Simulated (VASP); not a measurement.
ZrS: single point with r2SCAN

ZrS:

```xyz
2
Lattice="0.0000 2.6250 2.6250 2.6250 0.0000 2.6250 2.6250 2.6250 0.0000" Properties=species:S:1:pos:R:3 pbc="T T T"
Zr    0.0000    0.0000    0.0000
S     2.6250    2.6250    2.6250
```

```
Program             : VASP 6.6.1
Task                : single point
Functional          : r2SCAN
Potentials or basis : VASP PAW PBE potentials, release 64 (Zr_sv, S)
Cutoff              : 520 eV
k mesh              : 10 × 10 × 10, shifted
Occupations         : gaussian, width 0.1 eV
Spin                : no spin polarisation
```

```json
{
 "Pressure": "-2.0 GPa",
 "Band gap on the k mesh": "zero (band 9 reaches 12.23 eV, above the bottom of band 10 at 9.57 eV)"
}
```

Levels at points of the mesh, in eV from the Fermi level:
| k point | band 6 | band 7 | band 8 | band 9 | band 10 | band 11 | band 12 | band 13 |
| --- | --- | --- | --- | --- | --- | --- | --- | --- |
| (0.05, 0.05, 0.05) | -4.16 | -4.09 | -4.09 | -1.34 | -1.34 | -1.32 | -0.49 | -0.49 |

Run time: 36 min on 1 thread of Intel(R) Xeon(R) Platinum 8559C (Emerald Rapids) (shared host), peak memory 1.1 GiB.

Caveat: the PAW data sets were made with another functional, which shifts forces and pressure a little.
